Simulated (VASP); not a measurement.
A run of VASP 6.6.1 is set up as follows.

Contents of POSCAR:

```
BeTe
1.0
    0.0000000000      2.8319820891      2.8319820891
    2.8319820891      0.0000000000      2.8319820891
    2.8319820891      2.8319820891      0.0000000000
Be Te
1 1
Direct
    0.0000000000      0.0000000000      0.0000000000
    0.2500000000      0.2500000000      0.2500000000
```

Contents of INCAR.step1:

```
  PREC = Accurate
  ENCUT = 600
  ISMEAR = -1
  SIGMA = 0.02
  LREAL = False
  LASPH = True
  NELM = 80
  GGA = PE
  ALGO = Normal
  EDIFF = 1E-4
  LWAVE = True
  LCHARG = False
```

Contents of INCAR.step2:

```
  PREC = Accurate
  ENCUT = 600
  EDIFF = 1E-6
  ISMEAR = -1
  SIGMA = 0.02
  LREAL = False
  LASPH = True
  NELM = 80
  ALGO = Normal
  ISIF = 3
  LWAVE = False
  LCHARG = False
  METAGGA = R2SCAN
  LMIXTAU = True
  IBRION = 2
  NSW = 80
  EDIFFG = -0.005
  ISTART = 1
```

The input KPOINTS:

```
regular mesh
0
Gamma
  8 8 8
```

Potentials or basis: VASP PAW PBE potentials, release 64 (Be, Te).

Run with:

```console
$ cat potpaw_PBE.64/Be/POTCAR potpaw_PBE.64/Te/POTCAR > POTCAR
$ cp INCAR.step1 INCAR
$ mpirun -np 1 vasp_std > vasp.out
$ cp INCAR.step2 INCAR
$ mpirun -np 1 vasp_std > vasp.out
```

Estimate the relaxed volume.

22.69 Å³/atom.

Estimate the space group after relaxing (to 0.1 Å).

F-43m (No. 216).

Final structure:
```xyz
2
Lattice="0.0000 2.8309 2.8309 2.8309 0.0000 2.8309 2.8309 2.8309 0.0000" Properties=species:S:1:pos:R:3 pbc="T T T"
Be    2.8309    2.8309    0.0000
Te    1.4155    1.4155    1.4155
```

Caveat: the PAW data sets were made with another functional, which shifts forces and pressure a little.
